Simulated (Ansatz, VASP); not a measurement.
# One calculation of TiCo, two programs

INCAR

```
SYSTEM = TiCo
PREC     = Accurate       ! precision mode
ENCUT    = 520            ! plane-wave cutoff, eV
EDIFF    = 1E-7           ! SCF threshold, eV
ISMEAR   = 0              ! smearing method
SIGMA    = 0.15           ! smearing width, eV
LREAL    = .False.        ! projectors in reciprocal space
LASPH    = .True.         ! aspherical terms in the spheres
NELM     = 150            ! most SCF steps
ALGO     = Fast           ! electronic algorithm
ISIF     = 2              ! what is computed and relaxed
LWAVE    = .False.        ! write WAVECAR
LCHARG   = .True.         ! write CHGCAR
ISPIN    = 2              ! spin polarisation
MAGMOM   = 0 0.75         ! initial moments
LORBIT   = 11             ! projections on sites
LMAXMIX  = 4              ! l up to which the mixer works
GGA      = PS             ! functional
LELF     = .True.         ! ELF
LVHAR    = .True.       
NBANDS   = 22             ! bands
```

File KPOINTS:

```
regular mesh
0
Gamma
  12 12 12
  0 0 0
```

The input POSCAR:

```
TiCo
1.0
    2.9385073288      0.0000000000      0.0000000000
    0.0000000000      2.9385073288      0.0000000000
    0.0000000000      0.0000000000      2.9385073288
Ti Co
1 1
Direct
    0.0000000000      0.0000000000      0.0000000000
    0.5000000000      0.5000000000      0.5000000000
```

Input for Ansatz:

```yaml
crystal:
  lattice:
    - [2.9385073288, 0.0, 0.0]
    - [0.0, 2.9385073288, 0.0]
    - [0.0, 0.0, 2.9385073288]
  atoms:
    - { symbol: Ti, position: [0.0, 0.0, 0.0] }
    - { symbol: Co, position: [0.5, 0.5, 0.5], spin: 0.75 }
basis:
  ecutwfc: 420
kpoints:
  mp_grid: { grid: [12, 12, 12] }
hamiltonian:
  xc: pbesol
scf:
  occupations: { method: gaussian, width: 0.15 }
output:
  forces: true
  stress: true
  eigenvalues: true
  populations: true
  write_density: true
  write_potential: true
  elf: true
  volumetric_format: npy
magnetization:
  spin_polarized: true
```

Alike in both runs: task single point; functional PBEsol; k mesh 12 × 12 × 12; occupations gaussian, width 0.15 eV; collinear spin.

|  | VASP | Ansatz |
| --- | --- | --- |
| version | VASP 6.6.1 | Ansatz 0.2.0 |
| potentials or method | VASP PAW PBE potentials, release 64 (Ti_sv, Co), cutoff 520 eV | scalar-relativistic, plane waves, PAW |
| valence electrons in the cell | 21 | 29 |

```csv
,VASP,Ansatz,Ansatz less VASP
gap on the k mesh at the Fermi level (eV),none,none,-
pressure (GPa),-0.3,0.3,+0.59
net moment per atom (μB),0.33,0.34,+0.018
size of the moment on the site where the two differ most (μB),0.68,0.72,+0.048
```

VASP's potentials were made for PBE, not for PBEsol. Site moments also hang on the region over which each program counts them. A gap of «none» marks a metal or a gap that the smearing closes. VASP's potentials hold 21 valence electrons a cell and Ansatz's 29, so a difference there can come from the potentials and not from the codes.
